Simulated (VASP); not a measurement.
# SrTlI3 (Pm-3m) in VASP: notebook

Runs on SrTlI3. Level: PBEsol. Tasks: single point, relaxation of cell and atoms.

Everything below comes from runs of VASP 6.6.1. Logs are shortened: lines on timing, memory, paths and dates and some standing lists are left out, and cuts for length are marked.

## Step 1: The cell of the first run

Symmetry: Pm-3m, No. 221, cubic system. Conventional cell: a = 6.264 Å, b = 6.264 Å, c = 6.264 Å, α = 90.00°, β = 90.00°, γ = 90.00°. Within 5.8 Å of Tl (site symmetry m-3m) lie 12 I at 4.43 Å and 8 Sr at 5.42 Å. Within 4.1 Å of Sr (site symmetry m-3m) lie 6 I at 3.13 Å. I (site symmetry 4/mmm) has 2 Sr at 3.13 Å within 4.1 Å.

## Step 2: Single point, PBEsol

File INCAR:

```
ALGO = Normal
EDIFF = 1E-7
ENCUT = 520
GGA = PS
ISIF = 2
ISMEAR = -1
LASPH = True
LCHARG = True
LELF = True
LREAL = False
LVHAR = True
LWAVE = False
NBANDS = 30
NELM = 80
PREC = Accurate
SIGMA = 0.03
```

File KPOINTS:

```
k-points
0
Gamma
  4 4 4
```

File POSCAR:

```
SrTlI3
1.0
    6.2635637220      0.0000000000      0.0000000000
    0.0000000000      6.2635637220      0.0000000000
    0.0000000000      0.0000000000      6.2635637220
Tl Sr I
1 1 3
Direct
    0.0000000000      0.0000000000      0.0000000000
    0.5000000000      0.5000000000      0.5000000000
    0.5000000000      0.5000000000      0.0000000000
    0.5000000000      0.0000000000      0.5000000000
    0.0000000000      0.5000000000      0.5000000000
```

Potentials or basis: VASP PAW PBE potentials, release 64 (Tl_d, Sr_sv, I).

Launch:

```bash
cat potpaw_PBE.64/Tl_d/POTCAR potpaw_PBE.64/Sr_sv/POTCAR potpaw_PBE.64/I/POTCAR > POTCAR
mpirun -np 1 vasp_std > vasp.out
```

OUTCAR:

```text
EDIFF = 1E-7
   ENCUT = 520
   GGA = PS
   ISIF = 2
   ISMEAR = -1
   LASPH = True
   LREAL = False
   NELM = 80
   PREC = Accurate

 ion  position               nearest neighbor table
   1  0.000  0.000  0.000-
   2  0.500  0.500  0.500-   3 3.13   4 3.13   5 3.13   3 3.13   4 3.13   5 3.13
   3  0.500  0.500  0.000-   2 3.13   2 3.13
   4  0.500  0.000  0.500-   2 3.13   2 3.13
   5  0.000  0.500  0.500-   2 3.13   2 3.13

  LATTYP: Found a simple cubic cell.
 ALAT       =     6.2635637220

  Lattice vectors:

 A1 = (   6.2635637220,   0.0000000000,   0.0000000000)
 A2 = (   0.0000000000,   6.2635637220,   0.0000000000)
 A3 = (   0.0000000000,   0.0000000000,   6.2635637220)

Analysis of symmetry for initial positions (statically):
=====================================================================
 Subroutine PRICEL returns:
 Original cell was already a primitive cell.

 Routine SETGRP: Setting up the symmetry group for a
 simple cubic supercell.

 Subroutine GETGRP returns: Found 48 space group operations
 (whereof 48 operations were pure point group operations)
 out of a pool of 48 trial point group operations.

The static configuration has the point symmetry O_h .

Analysis of symmetry for dynamics (positions and initial velocities):
=====================================================================
 Subroutine PRICEL returns:
 Original cell was already a primitive cell.

 Routine SETGRP: Setting up the symmetry group for a
 simple cubic supercell.

 Subroutine GETGRP returns: Found 48 space group operations
 (whereof 48 operations were pure point group operations)
 out of a pool of 48 trial point group operations.

The dynamic configuration has the point symmetry O_h .

 Subroutine INISYM returns: Found 48 space group operations
 (whereof 48 operations are pure point group operations),
 and found     1 'primitive' translations

----------------------------------------------------------------------------------------

                                     Primitive cell

  volume of cell :     245.7336

  direct lattice vectors                    reciprocal lattice vectors
     6.263563722  0.000000000  0.000000000     0.159653521  0.000000000  0.000000000
     0.000000000  6.263563722  0.000000000     0.000000000  0.159653521  0.000000000
     0.000000000  0.000000000  6.263563722     0.000000000  0.000000000  0.159653521

  length of vectors
     6.263563722  6.263563722  6.263563722     0.159653521  0.159653521  0.159653521

  position of ions in fractional coordinates (direct lattice)
     0.000000000  0.000000000  0.000000000
     0.500000000  0.500000000  0.500000000
     0.500000000  0.500000000  0.000000000
     0.500000000  0.000000000  0.500000000
     0.000000000  0.500000000  0.500000000

  ion indices of the primitive-cell ions
   primitive index   ion index
                 1           1
                 2           2
                 3           3
                 4           4
                 5           5

----------------------------------------------------------------------------------------

 KPOINTS: k-points

Automatic generation of k-mesh.
 Grid dimensions read from file:
 generate k-points for:    4    4    4

 Generating k-lattice:

  Cartesian coordinates                     Fractional coordinates (reciprocal lattice)
     0.039913380  0.000000000  0.000000000     0.250000000  0.000000000  0.000000000
     0.000000000  0.039913380  0.000000000     0.000000000  0.250000000  0.000000000
     0.000000000  0.000000000  0.039913380     0.000000000  0.000000000  0.250000000

  Length of vectors
     0.039913380  0.039913380  0.039913380

  Shift w.r.t. Gamma in fractional coordinates (k-lattice)
     0.000000000  0.000000000  0.000000000

 Subroutine IBZKPT returns following result:
 ===========================================

 Found     10 irreducible k-points:

 Following reciprocal coordinates:
            Coordinates               Weight
  0.000000  0.000000  0.000000      1.000000
  0.250000  0.000000  0.000000      6.000000
  0.500000  0.000000  0.000000      3.000000
  0.250000  0.250000  0.000000     12.000000
  0.500000  0.250000  0.000000     12.000000
  0.500000  0.500000  0.000000      3.000000
  0.250000  0.250000  0.250000      8.000000
  0.500000  0.250000  0.250000     12.000000
  0.500000  0.500000  0.250000      6.000000
  0.500000  0.500000  0.500000      1.000000
   k-points           NKPTS =     10   k-points in BZ     NKDIM =     10   number of bands    NBANDS=     30
   number of dos      NEDOS =    301   number of ions     NIONS =      5
   total plane-waves  NPLWV = 110592
   dimension x,y,z NGX =    48 NGY =   48 NGZ =   48
   dimension x,y,z NGXF=    96 NGYF=   96 NGZF=   96
   ions per type =               1   1   3
   NGX,Y,Z   is equivalent  to a cutoff of  12.74, 12.74, 12.74 a.u.
   NGXF,Y,Z  is equivalent  to a cutoff of  25.48, 25.48, 25.48 a.u.
 SYSTEM =  unknown system
   PREC   = accura    normal or accurate (medium, high low for compatibility)
   ISTART =      0    job   : 0-new  1-cont  2-samecut
   ICHARG =      2    charge: 1-file 2-atom 10-const
   ISPIN  =      1    spin polarized calculation?
   LNONCOLLINEAR =      F non collinear calculations
   LSORBIT =      F    spin-orbit coupling
   LASPH  =      T    aspherical Exc in radial PAW
   ENCUT  =  520.0 eV  38.22 Ry    6.18 a.u.  11.65 11.65 11.65*2*pi/ulx,y,z
   NELM   =     80;   NELMIN=  2; NELMDL= -5     # of ELM steps
   EDIFF  = 0.1E-06   stopping-criterion for ELM
   LREAL  =      F    real-space projection
   EDIFFG = 0.1E-05   stopping-criterion for IOM
   NSW    =      0    number of steps for IOM
   IBRION =     -1    ionic relax: 0-MD 1-quasi-New 2-CG
   NFREE  =      0    steps in history (QN), initial steepest desc. (CG)
   ISIF   =      2    stress and relaxation
   ISYM   =      2    0-nonsym 1-usesym 2-fastsym
   POTIM  = 0.5000    time-step for ionic-motion
   TEBEG  =    0.0;   TEEND  =   0.0 temperature during run
   PSTRESS=    0.0 pullay stress
   NELECT =      44.0000    total number of electrons
   NUPDOWN=      -1.0000    fix difference up-down
   EMIN   =  10.00;   EMAX   =-10.00  energy-range for DOS
   EFERMI =   0.00;   METHOD = LEGACY
   ISMEAR =    -1;   SIGMA  =   0.03  broadening in eV -4-tet -1-fermi 0-gaus
   EFERMI_NEDOS =   21; number of points for ismear=-14 and -15
   IALGO  =     38    algorithm
   IMIX   =      4    mixing-type and parameters
     AMIX     =   0.40;   BMIX     =  1.00
     AMIX_MAG =   1.60;   BMIX_MAG =  1.00
  volume/ion in A,a.u.               =      49.15       331.66
  Fermi-wavevector in a.u.,A,eV,Ry     =   0.922722  1.743692 11.584217  0.851416
  Thomas-Fermi vector in A             =   2.048280
   LORBIT       =      0    0 simple, 1 ext, 2 COOP (PROOUT), +10 PAW based schemes
   GGA     = PS    functional components
   LHFCALC =     F    Hartree Fock is set to
   AEXX    =    0.0000 exact exchange contribution
   IVDW    =     0    specifies the selected vdW correction
   LEPSILON=     F    determine dielectric tensor
   LRPA    =     F    only Hartree local field effects (RPA)
 non-spin polarized calculation
  energy-cutoff  :      520.00
  volume of cell :      245.73
 maximum number of plane-waves:      6704
 NGX is ok and might be reduce to    48
   NGX = 23   NGY = 23   NGZ = 23

 number of electron      43.9999992 magnetization

 Free energy of the ion-electron system (eV)
  ---------------------------------------------------
  ext. energy  EPLUGINS =         0.00000000
  ---------------------------------------------------
  free energy    TOTEN  =       -15.04012041 eV

  energy without entropy =      -15.04012041  energy(sigma->0) =      -15.04012041

 E-fermi :   1.4313     XC(G=0):  -7.4649

 val. band max:        0.6475099488   @ k =   0.5000   0.5000   0.5000
 cond. band min:       3.1144515988   @ k =   0.5000   0.0000   0.0000
 fundamental gap:      2.4669416500
 Fermi energy:         1.4313357497

 k-point     1 :       0.0000    0.0000    0.0000
  band No.  band energies     occupation
      1     -33.0120      2.00000
      2     -15.1396      2.00000
      3     -15.1396      2.00000
      4     -15.1396      2.00000
      5     -10.5483      2.00000
      6     -10.3482      2.00000
[... 22 lines left out ...]
     29       5.3903      0.00000
     30       6.3046      0.00000

 k-point     2 :       0.2500    0.0000    0.0000
  band No.  band energies     occupation
      1     -33.0120      2.00000
      2     -15.1617      2.00000
      3     -15.1393      2.00000
      4     -15.1393      2.00000
      5     -10.4870      2.00000
      6     -10.3430      2.00000
[... 22 lines left out ...]
     29       5.8630      0.00000
     30       6.4740      0.00000

 k-point     3 :       0.5000    0.0000    0.0000
  band No.  band energies     occupation
      1     -33.0120      2.00000
      2     -15.1833      2.00000
      3     -15.1390      2.00000
      4     -15.1390      2.00000
      5     -10.4368      2.00000
      6     -10.3390      2.00000
[... 22 lines left out ...]
     29       6.1415      0.00000
     30       6.4816      0.00000

 k-point     4 :       0.2500    0.2500    0.0000
  band No.  band energies     occupation
      1     -33.0120      2.00000
      2     -15.1615      2.00000
      3     -15.1613      2.00000
      4     -15.1390      2.00000
      5     -10.4273      2.00000
      6     -10.3389      2.00000
[... 22 lines left out ...]
     29       6.1832      0.00000
     30       7.3412      0.00000

 k-point     5 :       0.5000    0.2500    0.0000
  band No.  band energies     occupation
      1     -33.0121      2.00000
      2     -15.1830      2.00000
      3     -15.1610      2.00000
      4     -15.1387      2.00000
      5     -10.3947      2.00000
      6     -10.3360      2.00000
[... 22 lines left out ...]
     29       6.3374      0.00000
     30       7.1844      0.00000

 k-point     6 :       0.5000    0.5000    0.0000
  band No.  band energies     occupation
      1     -33.0121      2.00000
      2     -15.1826      2.00000
      3     -15.1826      2.00000
      4     -15.1384      2.00000
      5     -10.3906      2.00000
      6     -10.3337      2.00000
[... 22 lines left out ...]
     29       6.9338      0.00000
     30       7.5865      0.00000

 k-point     7 :       0.2500    0.2500    0.2500
  band No.  band energies     occupation
      1     -33.0121      2.00000
      2     -15.1612      2.00000
      3     -15.1609      2.00000
      4     -15.1609      2.00000
      5     -10.3699      2.00000
      6     -10.3411      2.00000
[... 22 lines left out ...]
     29       7.1671      0.00000
     30       7.3881      0.00000

 k-point     8 :       0.5000    0.2500    0.2500
  band No.  band energies     occupation
      1     -33.0121      2.00000
      2     -15.1826      2.00000
      3     -15.1608      2.00000
      4     -15.1606      2.00000
      5     -10.3587      2.00000
      6     -10.3436      2.00000
[... 22 lines left out ...]
     29       7.0049      0.00000
     30       7.1010      0.00000

 k-point     9 :       0.5000    0.5000    0.2500
  band No.  band energies     occupation
      1     -33.0121      2.00000
      2     -15.1823      2.00000
      3     -15.1823      2.00000
      4     -15.1604      2.00000
      5     -10.3607      2.00000
      6     -10.3415      2.00000
[... 22 lines left out ...]
     29       7.0159      0.00000
     30       7.3189      0.00000

 k-point    10 :       0.5000    0.5000    0.5000
  band No.  band energies     occupation
      1     -33.0121      2.00000
      2     -15.1819      2.00000
      3     -15.1819      2.00000
      4     -15.1819      2.00000
      5     -10.3492      2.00000
      6     -10.3492      2.00000
[... 22 lines left out ...]
     29       7.0993      0.00000
     30       7.0993      0.00000

------------------------ aborting loop because EDIFF is reached ----------------------------------------

  FORCE on cell =-STRESS in cart. coord.  units (eV):
  Direction    XX          YY          ZZ          XY          YZ          ZX
  --------------------------------------------------------------------------------------
  -------------------------------------------------------------------------------------
  Total        0.0576880      0.0576880      0.0576880     -0.0000000     -0.0000000      0.0000000
  in kB        0.3761242      0.3761242      0.3761242     -0.0000000     -0.0000000      0.0000000
  external PRESSURE =       0.3761242 kB  Pullay stress =       0.0000000 kB

 VOLUME and BASIS-vectors are now :
 -----------------------------------------------------------------------------
  energy-cutoff  :      520.00
  volume of cell :      245.73
      direct lattice vectors                 reciprocal lattice vectors
     6.263563722  0.000000000  0.000000000     0.159653521  0.000000000  0.000000000
     0.000000000  6.263563722  0.000000000     0.000000000  0.159653521  0.000000000
     0.000000000  0.000000000  6.263563722     0.000000000  0.000000000  0.159653521

 POSITION                                       TOTAL-FORCE (eV/Angst)
 -----------------------------------------------------------------------------------
      0.00000      0.00000      0.00000         0.000000      0.000000      0.000000
      3.13178      3.13178      3.13178         0.000000      0.000000      0.000000
      3.13178      3.13178      0.00000         0.000000      0.000000      0.000000
      3.13178      0.00000      3.13178         0.000000      0.000000      0.000000
      0.00000      3.13178      3.13178         0.000000      0.000000      0.000000
 -----------------------------------------------------------------------------------
    total drift:                                0.000000     -0.000000     -0.000000

  FREE ENERGIE OF THE ION-ELECTRON SYSTEM (eV)
  ---------------------------------------------------
  free  energy   TOTEN  =       -15.0401204075 eV

  energy  without entropy=      -15.0401204075  energy(sigma->0) =      -15.04012041
```

Wall time 70 s (1 thread of Intel Xeon Platinum 8488C (Sapphire Rapids), shared host); peak memory 0.36 GiB.

Results:

| Quantity | Value |
| --- | --- |
| Free energy | -15.0401 eV |
| Pressure | 0.0 GPa |
| Band gap on the k mesh | 2.47 eV (least direct gap 2.81 eV) |

Levels at points of the mesh, in eV from the valence-band top:
| k point | band 18 | band 19 | band 20 | band 21 | band 22 | band 23 | band 24 | band 25 | band 26 | band 27 |
| --- | --- | --- | --- | --- | --- | --- | --- | --- | --- | --- |
| (0.00, 0.00, 0.00) | -0.58 | -0.58 | -0.31 | -0.31 | -0.31 | 3.65 | 3.65 | 3.65 | 4.03 | 4.03 |
| (0.50, 0.00, 0.00) | -1.03 | -0.85 | -0.71 | -0.36 | -0.36 | 2.47 | 3.25 | 3.25 | 4.13 | 5.33 |
| (0.50, 0.50, 0.00) | -1.03 | -1.03 | -0.94 | -0.94 | 0.00 | 2.80 | 3.19 | 3.19 | 5.47 | 5.47 |
| (0.50, 0.50, 0.50) | -1.44 | -1.44 | 0.00 | 0.00 | 0.00 | 3.61 | 3.61 | 3.61 | 5.74 | 5.74 |

Caveat: the PAW data sets were made with another functional, which shifts forces and pressure a little; spin-orbit coupling is left out, which moves the levels of the heavy elements.

## Step 3: Relaxation of cell and atoms, PBEsol

This run uses another cell than the first one, of 57.86 Å³/atom.

File INCAR:

```
SYSTEM = SrTlI3
PREC = Accurate
ENCUT = 600
EDIFF = 1E-6
ISMEAR = -1
SIGMA = 0.03
LREAL = .False.
LASPH = .True.
NELM = 60
ALGO = Normal
ISIF = 3
LWAVE = .False.
LCHARG = .False.
GGA = PS
IBRION = 2
NSW = 100
EDIFFG = -0.01
```

File KPOINTS:

```
regular mesh
0
Gamma
  4 4 4
  0 0 0
```

POSCAR, as its differences from that of step 2:

```diff
@@ -2,5 +2,5 @@
 1.0
-    6.2635637220      0.0000000000      0.0000000000
-    0.0000000000      6.2635637220      0.0000000000
-    0.0000000000      0.0000000000      6.2635637220
+    6.6137063800      0.0000000000      0.0000000000
+    0.0000000000      6.6137063800      0.0000000000
+    0.0000000000      0.0000000000      6.6137063800
 Tl Sr I
```

Potentials or basis: VASP PAW PBE potentials, release 64 (Tl_d, Sr_sv, I).

Launch:

```bash
cat potpaw_PBE.64/Tl_d/POTCAR potpaw_PBE.64/Sr_sv/POTCAR potpaw_PBE.64/I/POTCAR > POTCAR
mpirun -np 1 vasp_std > vasp.out
```

Run time: 4.5 min. Hardware: 1 thread of Intel Xeon Platinum 8488C (Sapphire Rapids), shared host; peak memory 0.49 GiB.

The run converged. Its results:

```
Free energy                           : -15.0414 eV
Relaxed volume                        : 49.26 Å³/atom
Relaxed cell                          : a = 6.268 Å, b = 6.268 Å, c = 6.268 Å, α = 90.00°, β = 90.00°, γ = 90.00°
Space group after relaxing (to 0.1 Å) : Pm-3m (No. 221)
Energy gained by relaxing             : 52.8 meV/atom
Ionic steps                           : 4
Pressure after relaxing               : 0.0 GPa
Band gap on the k mesh                : 2.47 eV (least direct gap 2.81 eV)
```

The path:
| step | energy change (eV) | largest force (eV/Å) | pressure (GPa) | volume (Å³) |
| --- | --- | --- | --- | --- |
| 1 | 0.0000 | 0.0000 | -1.70 | 289.29 |
| 2 | -0.2094 | 0.0000 | -0.92 | 264.36 |
| 3 | -0.2634 | 0.0000 | -0.11 | 248.35 |
| 4 | -0.2640 | 0.0000 | 0.02 | 246.28 |

Final structure:
```xyz
5
Lattice="6.2682 0.0000 0.0000 0.0000 6.2682 0.0000 0.0000 0.0000 6.2682" Properties=species:S:1:pos:R:3 pbc="T T T"
Tl    0.0000    0.0000    0.0000
Sr    3.1341    3.1341    3.1341
I     3.1341    3.1341    0.0000
I     3.1341    0.0000    3.1341
I     0.0000    3.1341    3.1341
```

Levels at points of the mesh, in eV from the valence-band top:
| k point | band 18 | band 19 | band 20 | band 21 | band 22 | band 23 | band 24 | band 25 | band 26 |
| --- | --- | --- | --- | --- | --- | --- | --- | --- | --- |
| (0.00, 0.00, 0.00) | -0.58 | -0.58 | -0.31 | -0.31 | -0.31 | 3.65 | 3.65 | 3.65 | 4.03 |
| (0.50, 0.00, 0.00) | -1.02 | -0.85 | -0.70 | -0.36 | -0.36 | 2.47 | 3.25 | 3.25 | 4.13 |
| (0.50, 0.50, 0.00) | -1.03 | -1.03 | -0.94 | -0.94 | 0.00 | 2.80 | 3.19 | 3.19 | 5.46 |
| (0.50, 0.50, 0.50) | -1.44 | -1.44 | 0.00 | 0.00 | 0.00 | 3.60 | 3.60 | 3.60 | 5.73 |

Caveat: the PAW data sets were made with another functional, which shifts forces and pressure a little; spin-orbit coupling is left out, which moves the levels of the heavy elements.
